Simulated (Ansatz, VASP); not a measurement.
Two plane-wave programs on CdS

INCAR

```
SYSTEM = CdS
ALGO = Normal ; EDIFF = 1E-6
ENCUT = 520 ; GGA = PE
ISIF = 2 ; ISMEAR = -1
LASPH = .True. ; LCHARG = .False.
LREAL = .False. ; LWAVE = .False.
NBANDS = 26 ; NELM = 100
PREC = Accurate ; SIGMA = 0.02
```

KPOINTS

```
k-points
0
Gamma
  12 12 4
  0 0 0
```

POSCAR

```
CdS
1.0
    4.2270702871      0.0000000000      0.0000000000
   -2.1135351436      3.6607502522      0.0000000000
    0.0000000000      0.0000000000      6.6695129162
Cd S
2 2
Direct
    0.3333333333      0.6666666667     -0.0044062320
    0.6666666667      0.3333333333      0.4955937680
    0.3333333333      0.6666666667      0.3794062320
    0.6666666667      0.3333333333      0.8794062320
```

Input for Ansatz:

```yaml
crystal:
  lattice:
    - [4.2270702871, 0.0, 0.0]
    - [-2.1135351436, 3.6607502522, 0.0]
    - [0.0, 0.0, 6.6695129162]
  atoms:
    - { symbol: Cd, position: [0.3333333333, 0.6666666667, -0.004406232] }
    - { symbol: Cd, position: [0.6666666667, 0.3333333333, 0.495593768] }
    - { symbol: S, position: [0.3333333333, 0.6666666667, 0.379406232] }
    - { symbol: S, position: [0.6666666667, 0.3333333333, 0.879406232] }
kpoints:
  mp_grid: { grid: [12, 12, 4] }
  band_path:
    path:
      - [0.0, 0.0, 0.0]
      - [0.5, 0.0, 0.0]
      - [0.3333333333, 0.3333333333, 0.0]
      - [0.0, 0.0, 0.5]
      - [0.5, 0.0, 0.5]
      - [0.3333333333, 0.3333333333, 0.5]
    npoints: 1
hamiltonian:
  xc: pbe
scf:
  occupations: { method: fermi_dirac, width: 0.02 }
  n_extra_bands: 5
output:
  forces: true
  stress: true
  eigenvalues: true
```

Change from the starting cell: epitaxial_xy strain +1.5%.

Alike in both runs: task single point; functional PBE; k mesh 12 × 12 × 4; occupations fermi-dirac, width 0.02 eV; no spin polarisation.

|  | VASP | Ansatz |
| --- | --- | --- |
| version | VASP 6.6.1 | Ansatz 0.2.0 |
| potentials or method | VASP PAW PBE potentials, release 64 (Cd, S) | plane waves, PAW |
| plane-wave cutoff (eV) | 520 | 420 |
| valence electrons in the cell | 36 | 52 |

|  | VASP | Ansatz | Ansatz less VASP |
| --- | --- | --- | --- |
| gap on the k mesh at the Fermi level (eV) | 1.13 | 1.13 | 0.000 |
| pressure (GPa) | 0.8 | 0.5 | -0.30 |
| traceless stress, the component that is largest in VASP (GPa) | 0.93 | 0.92 | -0.005 |

VASP's potentials hold 36 valence electrons a cell and Ansatz's 52, so a difference there can come from the potentials and not from the codes.
